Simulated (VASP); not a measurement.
# Mg3Cd2O5 in VASP: a series of runs

Mg3Cd2O5 is run at these levels: PBE; tasks: single point.

Program: VASP 6.6.1. These are calculated values, not measurements. Logs are shortened: lines on timing, memory, paths and dates and some standing lists are left out, and cuts for length are marked.

## (1) The cell of the first run

The structure is tetragonal, space group I4/mmm (No. 139). The conventional cell has a = 3.189 Å, b = 3.189 Å, c = 22.535 Å, α = 90.00°, β = 90.00°, γ = 90.00°. Within 2.7 Å of Mg (site symmetry 4mm) lie 6 O at 2.07 to 2.25 Å. Mg (site symmetry 4/mmm) has 6 O at 2.04 to 2.25 Å within 2.7 Å. Cd (site symmetry 4mm) has 6 O at 2.26 to 2.60 Å within 3.0 Å. Within 2.7 Å of O (site symmetry 4/mmm) lie 6 Mg at 2.07 to 2.25 Å. O (site symmetry 4mm) has 5 Mg at 2.04 to 2.25 Å and 1 Cd at 2.35 Å within 2.7 Å. O (site symmetry 4mm) has 1 Mg at 2.20 Å and 5 Cd at 2.26 to 2.60 Å within 2.9 Å.

## (2) Single point, PBE

INCAR reads:

```
ALGO = Normal
EDIFF = 1E-6
ENCUT = 520
GGA = PE
ISIF = 2
ISMEAR = 0
LASPH = True
LCHARG = False
LREAL = False
LWAVE = False
NBANDS = 41
NELM = 100
PREC = Accurate
SIGMA = 0.1
```

KPOINTS reads:

```
k-points
0
Gamma
  4 4 4
```

POSCAR reads:

```
Mg3Cd2O5
1.0
    0.0000000000     -3.1887254000      0.0000000000
    3.1887254000      0.0000000000      0.0000000000
   -1.5943627000      1.5943627000     11.2674987000
Mg Cd O
3 2 5
Direct
    0.9079440000      0.9079440000      0.8158880000
    0.5000000000      0.5000000000      1.0000000000
    0.0920560000      0.0920560000      0.1841120000
    0.6951370000      0.6951370000      0.3902740000
    0.3048630000      0.3048630000      0.6097260000
    0.0000000000      0.0000000000      0.0000000000
    0.5907310000      0.5907310000      0.1814620000
    0.1896460000      0.1896460000      0.3792920000
    0.8103540000      0.8103540000      0.6207080000
    0.4092690000      0.4092690000      0.8185380000
```

Potentials or basis: VASP PAW PBE potentials, release 64 (Mg, Cd, O).

Command:

```console
> cat potpaw_PBE.64/Mg/POTCAR potpaw_PBE.64/Cd/POTCAR potpaw_PBE.64/O/POTCAR > POTCAR
> mpirun -np 1 vasp_std > vasp.out
```

OUTCAR:

```text
EDIFF = 1E-6
   ENCUT = 520
   GGA = PE
   ISIF = 2
   ISMEAR = 0
   LASPH = True
   LREAL = False
   NELM = 100
   PREC = Accurate

 ion  position               nearest neighbor table
   1  0.908  0.908  0.816-   6 2.07   9 2.20  10 2.25  10 2.25  10 2.25  10 2.25   2 3.06   2 3.06
                             2 3.06   2 3.06   5 3.24   5 3.24   5 3.24   5 3.24
   2  0.500  0.500  0.000-   7 2.04  10 2.04   6 2.25   6 2.25   6 2.25   6 2.25   3 3.06   3 3.06
                             1 3.06   1 3.06   1 3.06   3 3.06   1 3.06   3 3.06
   3  0.092  0.092  0.184-   6 2.07   8 2.20   7 2.25   7 2.25   7 2.25   7 2.25   2 3.06   2 3.06
                             2 3.06   2 3.06   4 3.24   4 3.24   4 3.24   4 3.24
   4  0.695  0.695  0.390-   8 2.26   8 2.26   8 2.26   8 2.26   7 2.35   9 2.60   3 3.24   3 3.24
                             3 3.24   3 3.24   5 3.35   5 3.35   5 3.35   5 3.35
   5  0.305  0.305  0.610-   9 2.26   9 2.26   9 2.26   9 2.26  10 2.35   8 2.60   1 3.24   1 3.24
                             1 3.24   1 3.24   4 3.35   4 3.35   4 3.35   4 3.35
   6  0.000  0.000  0.000-   1 2.07   3 2.07   2 2.25   2 2.25   2 2.25   2 2.25
   7  0.591  0.591  0.181-   2 2.04   3 2.25   3 2.25   3 2.25   3 2.25   4 2.35
   8  0.190  0.190  0.379-   3 2.20   4 2.26   4 2.26   4 2.26   4 2.26   5 2.60
   9  0.810  0.810  0.621-   1 2.20   5 2.26   5 2.26   5 2.26   5 2.26   4 2.60
  10  0.409  0.409  0.819-   2 2.04   1 2.25   1 2.25   1 2.25   1 2.25   5 2.35

  LATTYP: Found a body centered tetragonal cell.
 ALAT       =     3.1887254000
 C/A-ratio  =     7.0670862408

  Lattice vectors:

 A1 = (  -1.5943627000,  -1.5943627000, -11.2674987000)
 A2 = (   1.5943627000,   1.5943627000, -11.2674987000)
 A3 = (   1.5943627000,  -1.5943627000,  11.2674987000)

Analysis of symmetry for initial positions (statically):
=====================================================================
 Subroutine PRICEL returns:
 Original cell was already a primitive cell.

 Routine SETGRP: Setting up the symmetry group for a
 body centered tetragonal supercell.

 Subroutine GETGRP returns: Found 16 space group operations
 (whereof 16 operations were pure point group operations)
 out of a pool of 16 trial point group operations.

The static configuration has the point symmetry D_4h.

Analysis of symmetry for dynamics (positions and initial velocities):
=====================================================================
 Subroutine PRICEL returns:
 Original cell was already a primitive cell.

 Routine SETGRP: Setting up the symmetry group for a
 body centered tetragonal supercell.

 Subroutine GETGRP returns: Found 16 space group operations
 (whereof 16 operations were pure point group operations)
 out of a pool of 16 trial point group operations.

The dynamic configuration has the point symmetry D_4h.

 Subroutine INISYM returns: Found 16 space group operations
 (whereof 16 operations are pure point group operations),
 and found     1 'primitive' translations

----------------------------------------------------------------------------------------

                                     Primitive cell

  volume of cell :     114.5676

  direct lattice vectors                    reciprocal lattice vectors
     0.000000000 -3.188725400  0.000000000     0.000000000 -0.313604928  0.044375421
     3.188725400  0.000000000  0.000000000     0.313604928  0.000000000  0.044375421
    -1.594362700  1.594362700 11.267498700     0.000000000  0.000000000  0.088750842

  length of vectors
     3.188725400  3.188725400 11.490888207     0.316728952  0.316728952  0.088750842

  position of ions in fractional coordinates (direct lattice)
     0.907944000  0.907944000  0.815888000
     0.500000000  0.500000000  0.000000000
     0.092056000  0.092056000  0.184112000
     0.695137000  0.695137000  0.390274000
     0.304863000  0.304863000  0.609726000
     0.000000000  0.000000000  0.000000000
     0.590731000  0.590731000  0.181462000
     0.189646000  0.189646000  0.379292000
     0.810354000  0.810354000  0.620708000
     0.409269000  0.409269000  0.818538000

  ion indices of the primitive-cell ions
   primitive index   ion index
                 1           1
                 2           2
                 3           3
                 4           4
                 5           5
                 6           6
                 7           7
                 8           8
                 9           9
                10          10

----------------------------------------------------------------------------------------

 KPOINTS: k-points

Automatic generation of k-mesh.
 Grid dimensions read from file:
 generate k-points for:    4    4    4

 Generating k-lattice:

  Cartesian coordinates                     Fractional coordinates (reciprocal lattice)
     0.000000000 -0.078401232  0.011093855     0.250000000  0.000000000 -0.000000000
[... 38 lines left out ...]
   PREC   = accura    normal or accurate (medium, high low for compatibility)
   ISTART =      0    job   : 0-new  1-cont  2-samecut
   ICHARG =      2    charge: 1-file 2-atom 10-const
   ISPIN  =      1    spin polarized calculation?
   LNONCOLLINEAR =      F non collinear calculations
   LSORBIT =      F    spin-orbit coupling
   LASPH  =      T    aspherical Exc in radial PAW
   ENCUT  =  520.0 eV  38.22 Ry    6.18 a.u.   5.93  5.93 21.37*2*pi/ulx,y,z
   NELM   =    100;   NELMIN=  2; NELMDL= -5     # of ELM steps
   EDIFF  = 0.1E-05   stopping-criterion for ELM
   LREAL  =      F    real-space projection
   EDIFFG = 0.1E-04   stopping-criterion for IOM
   NSW    =      0    number of steps for IOM
   IBRION =     -1    ionic relax: 0-MD 1-quasi-New 2-CG
   NFREE  =      0    steps in history (QN), initial steepest desc. (CG)
   ISIF   =      2    stress and relaxation
   ISYM   =      2    0-nonsym 1-usesym 2-fastsym
   POTIM  = 0.5000    time-step for ionic-motion
   TEBEG  =    0.0;   TEEND  =   0.0 temperature during run
   PSTRESS=    0.0 pullay stress
   NELECT =      60.0000    total number of electrons
   NUPDOWN=      -1.0000    fix difference up-down
   EMIN   =  10.00;   EMAX   =-10.00  energy-range for DOS
   EFERMI =   0.00;   METHOD = LEGACY
   ISMEAR =     0;   SIGMA  =   0.10  broadening in eV -4-tet -1-fermi 0-gaus
   EFERMI_NEDOS =   21; number of points for ismear=-14 and -15
   IALGO  =     38    algorithm
   IMIX   =      4    mixing-type and parameters
     AMIX     =   0.40;   BMIX     =  1.00
     AMIX_MAG =   1.60;   BMIX_MAG =  1.00
  volume/ion in A,a.u.               =      11.46        77.31
  Fermi-wavevector in a.u.,A,eV,Ry     =   1.319587  2.493658 23.691955  1.741310
  Thomas-Fermi vector in A             =   2.449474
   LORBIT       =      0    0 simple, 1 ext, 2 COOP (PROOUT), +10 PAW based schemes
   GGA     = PE    functional components
   LHFCALC =     F    Hartree Fock is set to
   AEXX    =    0.0000 exact exchange contribution
   IVDW    =     0    specifies the selected vdW correction
   LEPSILON=     F    determine dielectric tensor
   LRPA    =     F    only Hartree local field effects (RPA)
 non-spin polarized calculation
 Gauss-broadening in eV      SIGMA  =   0.10
  energy-cutoff  :      520.00
  volume of cell :      114.57
 maximum number of plane-waves:      3120
   NGX = 11   NGY = 11   NGZ = 43

 number of electron      59.9999983 magnetization

 Free energy of the ion-electron system (eV)
  ---------------------------------------------------
  ext. energy  EPLUGINS =         0.00000000
  ---------------------------------------------------
  free energy    TOTEN  =       -50.26201786 eV

  energy without entropy =      -50.26201785  energy(sigma->0) =      -50.26201786

 E-fermi :   3.1663     XC(G=0): -11.0595

 val. band max:        2.7586418754   @ k =   0.5000   0.0000   0.2500
 cond. band min:       3.5396923196   @ k =   0.0000   0.0000   0.0000
 fundamental gap:      0.7810504442
 Fermi energy:         3.1663061553

 k-point     1 :       0.0000    0.0000    0.0000
  band No.  band energies     occupation
      1     -14.9882      2.00000
      2     -14.7691      2.00000
      3     -14.3075      2.00000
      4     -13.8493      2.00000
      5     -13.3560      2.00000
      6      -4.6939      2.00000
[... 561 lines left out ...]
     40      14.5093      0.00000
     41      15.0483      0.00000

------------------------ aborting loop because EDIFF is reached ----------------------------------------

  FORCE on cell =-STRESS in cart. coord.  units (eV):
  Direction    XX          YY          ZZ          XY          YZ          ZX
  --------------------------------------------------------------------------------------
  -------------------------------------------------------------------------------------
  Total        0.5451098      0.5451098     -0.0856450      0.0000000      0.0000000      0.0000000
  in kB        7.6231210      7.6231210     -1.1977078      0.0000000      0.0000000      0.0000000
  external PRESSURE =       4.6828447 kB  Pullay stress =       0.0000000 kB

 VOLUME and BASIS-vectors are now :
 -----------------------------------------------------------------------------
  energy-cutoff  :      520.00
  volume of cell :      114.57
      direct lattice vectors                 reciprocal lattice vectors
     0.000000000 -3.188725400  0.000000000     0.000000000 -0.313604928  0.044375421
     3.188725400  0.000000000  0.000000000     0.313604928  0.000000000  0.044375421
    -1.594362700  1.594362700 11.267498700     0.000000000  0.000000000  0.088750842

 POSITION                                       TOTAL-FORCE (eV/Angst)
 -----------------------------------------------------------------------------------
      1.59436     -1.59436      9.19302        -0.000000      0.000000      0.005411
      1.59436     -1.59436      0.00000         0.000000     -0.000000     -0.000000
      0.00000      0.00000      2.07448        -0.000000      0.000000     -0.005411
      1.59436     -1.59436      4.39741         0.000000     -0.000000      0.041517
     -0.00000      0.00000      6.87009        -0.000000      0.000000     -0.041517
      0.00000      0.00000      0.00000        -0.000000      0.000000     -0.000000
      1.59436     -1.59436      2.04462        -0.000000      0.000000     -0.055059
      0.00000     -0.00000      4.27367        -0.000000      0.000000     -0.048029
      1.59436     -1.59436      6.99383         0.000000     -0.000000      0.048029
      0.00000     -0.00000      9.22288         0.000000     -0.000000      0.055059
 -----------------------------------------------------------------------------------
    total drift:                                0.000000     -0.000000      0.000000

  FREE ENERGIE OF THE ION-ELECTRON SYSTEM (eV)
  ---------------------------------------------------
  free  energy   TOTEN  =       -50.2620178566 eV

  energy  without entropy=      -50.2620178550  energy(sigma->0) =      -50.26201786
```

Wall time 60 s (1 thread of Intel Xeon Platinum 8375C at 2.90GHz (Ice Lake), shared host); peak memory 0.23 GiB.

What came out:

| Quantity | Value |
| --- | --- |
| Free energy | -50.2620 eV |
| Pressure | 0.5 GPa |
| Largest force | 0.055 eV/Å |
| Band gap on the k mesh | 0.78 eV (least direct gap 1.47 eV) |

Forces on the atoms (eV/Å):
```
Mg   0.000  0.000  0.005
Mg   0.000  0.000  0.000
Mg   0.000  0.000 -0.005
Cd   0.000  0.000  0.042
Cd   0.000  0.000 -0.042
O    0.000  0.000  0.000
O    0.000  0.000 -0.055
O    0.000  0.000 -0.048
O    0.000  0.000  0.048
O    0.000  0.000  0.055
```

Stress tensor (GPa, compression positive):
```
 0.76  0.00  0.00
 0.00  0.76  0.00
 0.00  0.00 -0.12
```

Levels at points of the mesh, in eV from the valence-band top:
```tsv
k point	band 26	band 27	band 28	band 29	band 30	band 31	band 32	band 33	band 34	band 35
(0.00, 0.00, 0.00)	-1.23	-1.23	-1.13	-0.69	-0.69	0.78	3.26	4.32	6.04	7.52
(0.50, 0.00, 0.00)	-1.15	-1.10	-0.77	0.00	0.00	4.53	4.57	6.38	6.78	7.18
(0.50, 0.50, 0.00)	-2.10	-2.09	-1.85	-1.77	-1.76	4.58	4.65	8.17	8.40	8.42
(0.00, 0.00, 0.50)	-1.74	-1.24	-1.24	-0.68	-0.68	1.24	2.68	4.76	5.88	7.50
```

Caveat: the k points lie up to 0.50 Å⁻¹ apart; semilocal functionals underestimate gaps, and a narrow one can read as zero.

## (3) Single point, PBE

INCAR reads:

```
PREC = Accurate
ENCUT = 520
EDIFF = 1E-6
ISMEAR = 0
SIGMA = 0.1
LREAL = F
LASPH = T
NELM = 60
ALGO = Normal
ISIF = 2
LWAVE = F
LCHARG = F
GGA = PE
NBANDS = 41
```

KPOINTS reads:

```
Automatic mesh
0
Gamma
  4 4 4
```

POSCAR reads:

```
Mg3Cd2O5
1.0
    0.0004252338     -3.1917793875     -0.0000437694
    3.1926335092     -0.0004348532      0.0000611010
   -1.5960607330      1.5963413584     11.2386163928
Mg Cd O
3 2 5
Direct
    0.9077516745      0.9078082897      0.8156303993
    0.5000116881      0.5000415295      1.0000025487
    0.0922874035      0.0922771174      0.1843737266
    0.6953569320      0.6952694289      0.3906271889
    0.3046513491      0.3047253696      0.6093792115
   -0.0000153951     -0.0000431988     -0.0000031080
    0.5907659002      0.5906846680      0.1816461398
    0.1897668602      0.1896736408      0.3794514180
    0.8102380016      0.8103178375      0.6205435683
    0.4091855858      0.4092453173      0.8183489070
```

Potentials or basis: VASP PAW PBE potentials, release 64 (Mg, Cd, O).

Command:

```console
> cat potpaw_PBE.64/Mg/POTCAR potpaw_PBE.64/Cd/POTCAR potpaw_PBE.64/O/POTCAR > POTCAR
> mpirun -np 1 vasp_std > vasp.out
```

It took 2.5 min on 1 thread of Intel Xeon Platinum 8375C at 2.90GHz (Ice Lake), shared host; peak memory 0.3 GiB.

Results (log left out):

```yaml
Free_energy: -50.2628 eV
Pressure: 0.4 GPa
Largest_force: 0.051 eV/Å
Band_gap_on_the_k_mesh: 0.80 eV (least direct gap 1.47 eV)
```

Forces in eV/Å, atoms in the order of the input:
```
Mg   0.000  0.000  0.013
Mg   0.000  0.000 -0.001
Mg  -0.001  0.001 -0.013
Cd   0.000  0.000  0.031
Cd   0.000  0.000 -0.031
O    0.000  0.000  0.000
O    0.001 -0.001 -0.050
O    0.000  0.000 -0.040
O    0.000  0.000  0.040
O   -0.001  0.000  0.051
```

Stress tensor (GPa, compression positive):
```
0.57 0.01 0.00
0.01 0.62 0.00
0.00 0.00 0.12
```

Levels at points of the mesh, in eV from the valence-band top:
```csv
k point,band 26,band 27,band 28,band 29,band 30,band 31,band 32,band 33,band 34,band 35
"(0.00, 0.00, 0.00)",-1.22,-1.21,-1.12,-0.67,-0.66,0.80,3.30,4.34,6.06,7.55
"(0.50, 0.00, 0.00)",-1.13,-1.07,-0.75,0.00,0.00,4.54,4.59,6.40,6.79,7.20
"(0.50, 0.00, 0.50)",-1.13,-1.07,-0.75,0.00,0.00,4.54,4.59,6.40,6.79,7.20
"(0.00, 0.50, 0.00)",-1.13,-1.07,-0.75,0.00,0.00,4.54,4.59,6.40,6.79,7.20
"(0.00, 0.50, 0.50)",-1.13,-1.07,-0.75,0.00,0.00,4.54,4.59,6.40,6.79,7.20
"(0.50, 0.50, 0.00)",-2.08,-2.08,-1.84,-1.74,-1.73,4.60,4.67,8.19,8.40,8.43
"(0.00, 0.00, 0.50)",-1.72,-1.22,-1.22,-0.66,-0.66,1.27,2.71,4.78,5.91,7.52
"(0.50, 0.50, 0.50)",-2.08,-2.08,-1.84,-1.74,-1.73,4.60,4.67,8.19,8.40,8.43
```

Caveat: the k points lie up to 0.50 Å⁻¹ apart. A k mesh can miss the band edges.

## (4) Single point, PBE

This run uses another cell than the first one, of the same volume but with other edges.

INCAR reads:

```
SYSTEM = Mg3Cd2O5
PREC = Accurate
ENCUT = 520
EDIFF = 1E-7
ISMEAR = 0
SIGMA = 0.1
LREAL = .False.
LASPH = .True.
NELM = 60
ALGO = Normal
ISIF = 2
LWAVE = .False.
LCHARG = .True.
GGA = PE
LELF = .True.
LVHAR = .True.
NBANDS = 41
```

KPOINTS reads:

```
regular mesh
0
Gamma
  8 8 8
  0 0 0
```

POSCAR reads:

```
Mg3Cd2O5
1.0
   -1.5943627000      1.5943627000     11.2674987000
    1.5943627000     -1.5943627000     11.2674987000
    1.5943627000      1.5943627000    -11.2674987000
Mg Cd O
3 2 5
Direct
    0.9079440000      0.9079440000      0.0000000000
    0.5000000000      0.5000000000      0.0000000000
    0.0920560000      0.0920560000      0.0000000000
    0.6951370000      0.6951370000      0.0000000000
    0.3048630000      0.3048630000      0.0000000000
    0.0000000000      0.0000000000      0.0000000000
    0.5907310000      0.5907310000      0.0000000000
    0.1896460000      0.1896460000      0.0000000000
    0.8103540000      0.8103540000      0.0000000000
    0.4092690000      0.4092690000      0.0000000000
```

Command:

```console
> cat potpaw_PBE.64/Mg/POTCAR potpaw_PBE.64/Cd/POTCAR potpaw_PBE.64/O/POTCAR > POTCAR
> mpirun -np 1 vasp_std > vasp.out
```

It took 75 min on 1 thread of Intel Xeon Platinum 8375C at 2.90GHz (Ice Lake), shared host; peak memory 1.4 GiB.

It converged, with:

```yaml
Free_energy: -50.2975 eV
Pressure: 0.4 GPa
Largest_force: 0.052 eV/Å
Band_gap_on_the_k_mesh: 0.80 eV (least direct gap 1.46 eV)
```

Forces in eV/Å, atoms in the order of the input:
```
Mg   0.000  0.000  0.017
Mg   0.000  0.000  0.000
Mg   0.000  0.000 -0.017
Cd   0.000  0.000  0.031
Cd   0.000  0.000 -0.031
O    0.000  0.000  0.000
O    0.000  0.000 -0.052
O    0.000  0.000 -0.038
O    0.000  0.000  0.038
O    0.000  0.000  0.052
```

Stress tensor (GPa, compression positive):
```
0.65 0.00 0.00
0.00 0.65 0.00
0.00 0.00 0.06
```

Levels at points of the mesh, in eV from the valence-band top:
| k point | band 28 | band 29 | band 30 | band 31 | band 32 | band 33 |
| --- | --- | --- | --- | --- | --- | --- |
| (0.00, 0.00, 0.00) | -1.11 | -0.66 | -0.66 | 0.80 | 3.28 | 4.34 |
| (0.50, 0.00, 0.00) | -0.75 | 0.00 | 0.00 | 4.54 | 4.58 | 6.40 |
| (0.50, 0.50, 0.00) | -1.83 | -1.75 | -1.74 | 4.59 | 4.67 | 8.19 |
| (0.50, 0.50, 0.50) | -1.21 | -0.66 | -0.66 | 1.25 | 2.70 | 4.78 |

Caveat: semilocal functionals underestimate gaps, and a narrow one can read as zero.

## (5) Summary

| cell | k mesh | gap on the mesh (eV) | pressure (GPa) | largest force (eV/Å) |
| --- | --- | --- | --- | --- |
| a = 3.189, b = 3.189, c = 11.491 Å, angles 98.0, 98.0, 90.0°, 10 atoms, atomic positions A | 4 × 4 × 4 | 0.78 | 0.5 | 0.06 |
| a = 3.192, b = 3.193, c = 11.463 Å, angles 98.0, 98.0, 90.0°, 10 atoms, atomic positions B | 4 × 4 × 4 | 0.80 | 0.4 | 0.05 |
| a = 11.491 Å, angles 164.0, 164.0, 22.6°, 10 atoms, atomic positions A | 8 × 8 × 8 | 0.80 | 0.4 | 0.05 |

Alike in all rows: task single point; level PBE; potentials or basis VASP PAW PBE potentials, release 64 (Mg, Cd, O); no spin polarisation; cutoff (eV) 520; smearing gaussian 0.1 eV.

Caveats: some runs use coarse meshes; semilocal functionals underestimate gaps, and a narrow one can read as zero (at least some runs).

Absolute energies hang on the potentials; compare differences alone.
